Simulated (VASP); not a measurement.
SiC: single point with LDA

The system is SiC.

```
Si C
1.0
    -3.07600    0.00000    0.00000
    -1.53800   -2.66389    0.00000
     0.00000    0.00000    9.79600
Si C
4 4
Direct
  0.33333 0.33333 0.67377
  0.33333 0.33333 0.15846
  0.66667 0.66667 0.93143
  0.66667 0.66667 0.41611
  0.33333 0.33333 0.87217
  0.33333 0.33333 0.35685
  0.66667 0.66667 0.09920
  0.66667 0.66667 0.61451
```

This cell differs from its parent crystal: the distance across one plane changed.

| Property | Result |
| --- | --- |
| Program | VASP 6.6.1 |
| Task | single point |
| Functional | LDA |
| Potentials or basis | VASP PAW LDA potentials, release 64 (Si, C) |
| Cutoff | 520 eV |
| k mesh | 10 × 10 × 3 |
| Occupations | gaussian, width 0.05 eV |
| Spin | no spin polarisation |
| Dipole correction | no |
| Further INCAR settings | ALGO = Normal; EDIFF = 1e-07; NBANDS = 26 |

- Pressure: 6.1 GPa
- Largest force: 6.469 eV/Å
- Band gap on the k mesh: 2.22 eV (least direct gap 3.45 eV)

Forces on the atoms (eV/Å):
```
Si   0.000  0.000  0.985
Si   0.000  0.000  1.843
Si   0.000  0.000 -6.469
Si   0.000  0.000  1.016
C    0.000  0.000 -1.592
C    0.000  0.000 -1.015
C    0.000  0.000  6.220
C    0.000  0.000 -0.988
```

Stress tensor (GPa, compression positive):
```
-1.52  0.00  0.00
 0.00 -1.52  0.00
 0.00  0.00 21.36
```

Levels at points of the mesh, in eV from the valence-band top:
| k point | band 13 | band 14 | band 15 | band 16 | band 17 | band 18 | band 19 | band 20 |
| --- | --- | --- | --- | --- | --- | --- | --- | --- |
| (0.00, 0.00, 0.00) | -0.75 | -0.08 | -0.08 | 0.00 | 4.24 | 5.44 | 5.85 | 6.12 |
| (0.50, 0.00, 0.00) | -2.46 | -2.41 | -1.97 | -1.24 | 2.22 | 3.23 | 3.31 | 4.28 |

It took 82 s on 1 thread of Intel Xeon 8259CL, on a shared host, peak memory 0.19 GiB.

Caveat: the cell differs from its parent crystal (the distance across one plane changed); the stress differs along the axes, from -2 to 21 GPa; forces of over 1 eV/Å act on the atoms, so gaps and moduli don't describe the material at rest. A k mesh can miss the band edges.
